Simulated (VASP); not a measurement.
# HfB in VASP: a series of runs

Runs on HfB. Level: PBE. Tasks: single point.

Everything below comes from runs of VASP 6.6.1. Logs are shortened: lines on timing, memory, paths and dates and some standing lists are left out, and cuts for length are marked.

### Step 1. The cell of the first run

The typed cell holds 2 atoms: a = 3.164 Å, b = 3.164 Å, c = 3.334 Å, α = 61.67°, β = 61.67°, γ = 90.00°.

### Step 2. Single point, PBE

INCAR reads:

```
SYSTEM = HfB
PREC     = Accurate       ! precision mode
ENCUT    = 520            ! plane-wave cutoff, eV
EDIFF    = 1E-6           ! SCF threshold, eV
ISMEAR   = 0              ! smearing method
SIGMA    = 0.1            ! smearing width, eV
LREAL    = .FALSE.        ! projectors in reciprocal space
LASPH    = .TRUE.         ! aspherical terms in the spheres
NELM     = 80             ! most SCF steps
ALGO     = Normal         ! electronic algorithm
ISIF     = 2              ! what is computed and relaxed
LWAVE    = .FALSE.        ! write WAVECAR
LCHARG   = .FALSE.        ! write CHGCAR
GGA      = PE             ! functional
ISYM     = 0            
NBANDS   = 14             ! bands
```

KPOINTS reads:

```
Automatic mesh
0
G
  11 11 13
  0 0 0
```

POSCAR reads:

```
HfB
1.0
    3.1644852930     -0.0000000035      0.0001488541
   -0.0000000035      3.1644852930      0.0001488541
    1.5823673488      1.5823673488      2.4717883911
Hf B
1 1
Direct
    0.0000000000      0.0000000000      0.0000000000
    0.5000000000      0.5000000000      0.0000000000
```

Potentials or basis: VASP PAW PBE potentials, release 64 (Hf_pv, B).

Started as:

```bash
cat potpaw_PBE.64/Hf_pv/POTCAR potpaw_PBE.64/B/POTCAR > POTCAR
mpirun -np 1 vasp_std > vasp.out
```

OUTCAR:

```text
SYSTEM = HfB
   PREC = Accurate
   ENCUT = 520
   EDIFF = 1E-6
   ISMEAR = 0
   LREAL = .FALSE.
   LASPH = .TRUE.
   NELM = 80
   ISIF = 2
   GGA = PE
   ISYM = 0

 ion  position               nearest neighbor table
   1  0.000  0.000  0.000-   2 2.24   2 2.24   2 2.24   2 2.24   2 2.47   2 2.47
   2  0.500  0.500  0.000-   1 2.24   1 2.24   1 2.24   1 2.24   1 2.47   1 2.47

IMPORTANT INFORMATION: All symmetrisations will be switched off!
NOSYMM: (Re-)initialisation of all symmetry stuff for point group C_1.

----------------------------------------------------------------------------------------

                                     Primitive cell

  volume of cell :      24.7509

  direct lattice vectors                    reciprocal lattice vectors
     3.164485293 -0.000000003  0.000148854     0.316016673  0.000009517 -0.202310815
    -0.000000003  3.164485293  0.000148854     0.000009517  0.316016673 -0.202310815
     1.582367349  1.582367349  2.471788391    -0.000019031 -0.000019031  0.404589743

  length of vectors
     3.164485297  3.164485297  3.334293134     0.375228202  0.375228202  0.404589744

  position of ions in fractional coordinates (direct lattice)
     0.000000000  0.000000000  0.000000000
     0.500000000  0.500000000  0.000000000

  ion indices of the primitive-cell ions
   primitive index   ion index
                 1           1
                 2           2

----------------------------------------------------------------------------------------

 KPOINTS: Automatic mesh

Automatic generation of k-mesh.
 Grid dimensions read from file:
 generate k-points for:   11   11   13

 Generating k-lattice:

  Cartesian coordinates                     Fractional coordinates (reciprocal lattice)
     0.028728788  0.000000865 -0.018391892     0.090909091  0.000000000  0.000000000
     0.000000865  0.028728788 -0.018391892     0.000000000  0.090909091  0.000000000
    -0.000001464 -0.000001464  0.031122288     0.000000000  0.000000000  0.076923077

  Length of vectors
     0.034111655  0.034111655  0.031122288

  Shift w.r.t. Gamma in fractional coordinates (k-lattice)
     0.000000000  0.000000000  0.000000000

 Subroutine IBZKPT returns following result:
 ===========================================

 Found    787 irreducible k-points:

 Following reciprocal coordinates:
            Coordinates               Weight
  0.000000  0.000000  0.000000      1.000000
  0.090909  0.000000 -0.000000      2.000000
  0.000000 -0.090909  0.000000      2.000000
  0.181818  0.000000  0.000000      2.000000
  0.000000 -0.181818  0.000000      2.000000
  0.272727  0.000000  0.000000      2.000000
[... 16 lines left out ...]
 -0.363636  0.090909  0.000000      2.000000
 -0.090909  0.363636  0.000000      2.000000
 [... further k-points ...]
   k-points           NKPTS =    787   k-points in BZ     NKDIM =    787   number of bands    NBANDS=     14
   number of dos      NEDOS =    301   number of ions     NIONS =      2
   total plane-waves  NPLWV =  16128
   dimension x,y,z NGX =    24 NGY =   24 NGZ =   28
   dimension x,y,z NGXF=    48 NGYF=   48 NGZF=   56
   ions per type =               1   1
   NGX,Y,Z   is equivalent  to a cutoff of  12.61, 12.61, 13.96 a.u.
   NGXF,Y,Z  is equivalent  to a cutoff of  25.22, 25.22, 27.92 a.u.
 SYSTEM =  HfB
   PREC   = accura    normal or accurate (medium, high low for compatibility)
   ISTART =      0    job   : 0-new  1-cont  2-samecut
   ICHARG =      2    charge: 1-file 2-atom 10-const
   ISPIN  =      1    spin polarized calculation?
   LNONCOLLINEAR =      F non collinear calculations
   LSORBIT =      F    spin-orbit coupling
   LASPH  =      T    aspherical Exc in radial PAW
   ENCUT  =  520.0 eV  38.22 Ry    6.18 a.u.   5.88  5.88  6.20*2*pi/ulx,y,z
   NELM   =     80;   NELMIN=  2; NELMDL= -5     # of ELM steps
   EDIFF  = 0.1E-05   stopping-criterion for ELM
   LREAL  =      F    real-space projection
   EDIFFG = 0.1E-04   stopping-criterion for IOM
   NSW    =      0    number of steps for IOM
   IBRION =     -1    ionic relax: 0-MD 1-quasi-New 2-CG
   NFREE  =      0    steps in history (QN), initial steepest desc. (CG)
   ISIF   =      2    stress and relaxation
   ISYM   =      0    0-nonsym 1-usesym 2-fastsym
   POTIM  = 0.5000    time-step for ionic-motion
   TEBEG  =    0.0;   TEEND  =   0.0 temperature during run
   PSTRESS=    0.0 pullay stress
   NELECT =      13.0000    total number of electrons
   NUPDOWN=      -1.0000    fix difference up-down
   EMIN   =  10.00;   EMAX   =-10.00  energy-range for DOS
   EFERMI =   0.00;   METHOD = LEGACY
   ISMEAR =     0;   SIGMA  =   0.10  broadening in eV -4-tet -1-fermi 0-gaus
   EFERMI_NEDOS =   21; number of points for ismear=-14 and -15
   IALGO  =     38    algorithm
   IMIX   =      4    mixing-type and parameters
     AMIX     =   0.40;   BMIX     =  1.00
     AMIX_MAG =   1.60;   BMIX_MAG =  1.00
  volume/ion in A,a.u.               =      12.38        83.51
  Fermi-wavevector in a.u.,A,eV,Ry     =   1.320866  2.496075 23.737917  1.744688
  Thomas-Fermi vector in A             =   2.450661
   LORBIT       =      0    0 simple, 1 ext, 2 COOP (PROOUT), +10 PAW based schemes
   GGA     = PE    functional components
   LHFCALC =     F    Hartree Fock is set to
   AEXX    =    0.0000 exact exchange contribution
   IVDW    =     0    specifies the selected vdW correction
   LEPSILON=     F    determine dielectric tensor
   LRPA    =     F    only Hartree local field effects (RPA)
 non-spin polarized calculation
 Gauss-broadening in eV      SIGMA  =   0.10
  energy-cutoff  :      520.00
  volume of cell :       24.75
 maximum number of plane-waves:       680
   NGX = 11   NGY = 11   NGZ = 13

 number of electron      13.0000001 magnetization

 Free energy of the ion-electron system (eV)
  ---------------------------------------------------
  ext. energy  EPLUGINS =         0.00000000
  ---------------------------------------------------
  free energy    TOTEN  =       -16.91598949 eV

  energy without entropy =      -16.91085592  energy(sigma->0) =      -16.91342271

 E-fermi :   5.1232     XC(G=0): -12.2690

 val. band max:        5.1199273873   @ k =   0.1818   0.1818   0.3077
 cond. band min:       5.1286691700   @ k =   0.4545   0.3636   0.2308
 fundamental gap:      0.0087417827
 Fermi energy:         5.1231738464

 k-point     1 :       0.0000    0.0000    0.0000
  band No.  band energies     occupation
      1     -23.2463      2.00000
      2     -23.2117      2.00000
      3     -23.2111      2.00000
      4      -4.4573      2.00000
      5       6.5164      0.00000
      6       7.7537      0.00000
      7       7.7541      0.00000
      8       8.3604      0.00000
      9       8.6156      0.00000
     10       9.2890      0.00000
     11       9.2894      0.00000
     12       9.9237      0.00000
     13      16.8678      0.00000
     14      18.5692      0.00000

 k-point     2 :       0.0909    0.0000   -0.0000
  band No.  band energies     occupation
      1     -23.2867      2.00000
      2     -23.2440      2.00000
      3     -23.2129      2.00000
      4      -4.2172      2.00000
      5       6.2395      0.00000
      6       6.6759      0.00000
      7       7.4775      0.00000
      8       7.8565      0.00000
      9       8.2652      0.00000
     10       9.5169      0.00000
     11      10.3446      0.00000
     12      11.6915      0.00000
     13      17.4792      0.00000
     14      18.8405      0.00000

 k-point     3 :       0.0000   -0.0909    0.0000
  band No.  band energies     occupation
      1     -23.2867      2.00000
      2     -23.2440      2.00000
      3     -23.2129      2.00000
      4      -4.2172      2.00000
      5       6.2395      0.00000
      6       6.6759      0.00000
      7       7.4775      0.00000
      8       7.8565      0.00000
      9       8.2652      0.00000
     10       9.5169      0.00000
     11      10.3446      0.00000
     12      11.6915      0.00000
     13      17.4792      0.00000
     14      18.8405      0.00000

 k-point     4 :       0.1818    0.0000    0.0000
  band No.  band energies     occupation
      1     -23.4477      2.00000
      2     -23.2747      2.00000
      3     -23.2168      2.00000
      4      -3.5378      2.00000
      5       5.0897      1.36403
      6       5.4855      0.00000
      7       6.1554      0.00000
      8       8.2965      0.00000
      9       8.6647      0.00000
     10       9.9616      0.00000
     11      12.2946      0.00000
     12      13.9752      0.00000
     13      18.9131      0.00000
     14      19.4508      0.00000

 k-point     5 :       0.0000   -0.1818    0.0000
  band No.  band energies     occupation
      1     -23.4477      2.00000
      2     -23.2747      2.00000
      3     -23.2168      2.00000
      4      -3.5378      2.00000
      5       5.0897      1.36403
      6       5.4855      0.00000
      7       6.1554      0.00000
      8       8.2965      0.00000
      9       8.6647      0.00000
     10       9.9616      0.00000
     11      12.2946      0.00000
[... 276 lines left out ...]
 k-point    22 :      -0.0909    0.4545    0.0000
  band No.  band energies     occupation
      1     -23.9147      2.00000
      2     -23.3702      2.00000
      3     -23.2690      2.00000
      4      -0.3499      2.00000
      5       1.5277      2.00000
      6       3.6676      2.00000
      7       4.0945      2.00000
      8      10.0918      0.00000
      9      11.7683      0.00000
     10      12.6167      0.00000
     11      14.8329      0.00000
     12      16.5861      0.00000
     13      19.2856      0.00000
     14      20.2740      0.00000

 k-point    23 :      -0.3636    0.0909    0.0000
  band No.  band energies     occupation
      1     -23.7931      2.00000
      2     -23.3487      2.00000
      3     -23.2591      2.00000
      4      -1.5239      2.00000
      5       2.6875      2.00000
      6       4.0117      2.00000
      7       4.5748      2.00000
      8       9.0622      0.00000
      9      10.9109      0.00000
     10      11.7435      0.00000
     11      14.8049      0.00000
     12      17.0558      0.00000
     13      18.4850      0.00000
     14      20.2813      0.00000

 k-point    24 :      -0.0909    0.3636    0.0000
  band No.  band energies     occupation
      1     -23.7931      2.00000
      2     -23.3487      2.00000
      3     -23.2591      2.00000
      4      -1.5239      2.00000
      5       2.6875      2.00000
      6       4.0117      2.00000
      7       4.5748      2.00000
      8       9.0622      0.00000
      9      10.9109      0.00000
     10      11.7435      0.00000
     11      14.8049      0.00000
     12      17.0558      0.00000
     13      18.4850      0.00000
     14      20.2813      0.00000

 [... further k-points ...]
[... 5 lines left out ...]
  --------------------------------------------------------------------------------------
  -------------------------------------------------------------------------------------
  Total        7.6259385      7.6259385      0.0702237     -0.0179963     -0.0043060     -0.0043042
  in kB      493.6425511    493.6425511      4.5457247     -1.1649350     -0.2787373     -0.2786185
  external PRESSURE =     330.6102756 kB  Pullay stress =       0.0000000 kB

 VOLUME and BASIS-vectors are now :
 -----------------------------------------------------------------------------
  energy-cutoff  :      520.00
  volume of cell :       24.75
      direct lattice vectors                 reciprocal lattice vectors
     3.164485293 -0.000000003  0.000148854     0.316016673  0.000009517 -0.202310815
    -0.000000003  3.164485293  0.000148854     0.000009517  0.316016673 -0.202310815
     1.582367349  1.582367349  2.471788391    -0.000019031 -0.000019031  0.404589743

 POSITION                                       TOTAL-FORCE (eV/Angst)
 -----------------------------------------------------------------------------------
      0.00000      0.00000      0.00000         0.000000     -0.000000      0.000000
      1.58224      1.58224      0.00015        -0.000000      0.000000     -0.000000
 -----------------------------------------------------------------------------------
    total drift:                               -0.000000      0.000000     -0.000000

  FREE ENERGIE OF THE ION-ELECTRON SYSTEM (eV)
  ---------------------------------------------------
  free  energy   TOTEN  =       -16.9159894901 eV

  energy  without entropy=      -16.9108559236  energy(sigma->0) =      -16.91342271
```

It took 2.9 min on 1 thread of Intel Xeon Platinum 8259CL at 2.50GHz (Skylake/Cascade Lake), shared host; peak memory 0.39 GiB.

What came out:

```yaml
Free_energy: -16.9160 eV
Pressure: 33.1 GPa
```

Caveat: spin-orbit coupling is left out, which moves the levels of the heavy elements.

### Step 3. Single point, PBE

This run uses another cell than the first one, of 13.27 Å³/atom, 1.073 times its volume.

INCAR reads:

```
  ALGO = Normal
  EDIFF = 1E-6
  ENCUT = 520
  GGA = PE
  ISIF = 2
  ISMEAR = 0
  ISYM = 0
  LASPH = T
  LCHARG = F
  LREAL = F
  LWAVE = F
  NBANDS = 14
  NELM = 60
  PREC = Accurate
  SIGMA = 0.1
```

KPOINTS reads:

```
k-points
0
Gamma
  11 11 13
```

POSCAR reads:

```
HfB
1.0
    3.1644852965      0.0000000000      0.0000000000
    0.0000000000      3.1644852965      0.0000000000
    1.5822426483      1.5822426483      2.6510793645
Hf B
1 1
Direct
    0.0000000000      0.0000000000      0.0000000000
    0.5000000000      0.5000000000      0.0000000000
```

Potentials or basis: VASP PAW PBE potentials, release 64 (Hf_pv, B).

Started as:

```bash
cat potpaw_PBE.64/Hf_pv/POTCAR potpaw_PBE.64/B/POTCAR > POTCAR
mpirun -np 1 vasp_std > vasp.out
```

Wall time 3.3 min (1 thread of Intel Xeon Platinum 8259CL at 2.50GHz (Skylake/Cascade Lake), shared host); peak memory 0.4 GiB.

The run converged. Its results:

```
Free energy : -16.7899 eV
Pressure    : 21.4 GPa
```

Stress tensor (GPa, compression positive):
```
 42.22  -0.24   0.03
 -0.24  42.22   0.03
  0.03   0.03 -20.22
```

Levels at points of the mesh, in eV from the Fermi level:
| k point | band 3 | band 4 | band 5 | band 6 | band 7 | band 8 | band 9 | band 10 | band 11 | band 12 |
| --- | --- | --- | --- | --- | --- | --- | --- | --- | --- | --- |
| (0.00, 0.00, 0.00) | -28.64 | -9.35 | 0.92 | 2.23 | 2.88 | 2.88 | 3.15 | 4.07 | 4.07 | 4.88 |

Caveat: spin-orbit coupling is left out, which moves the levels of the heavy elements.
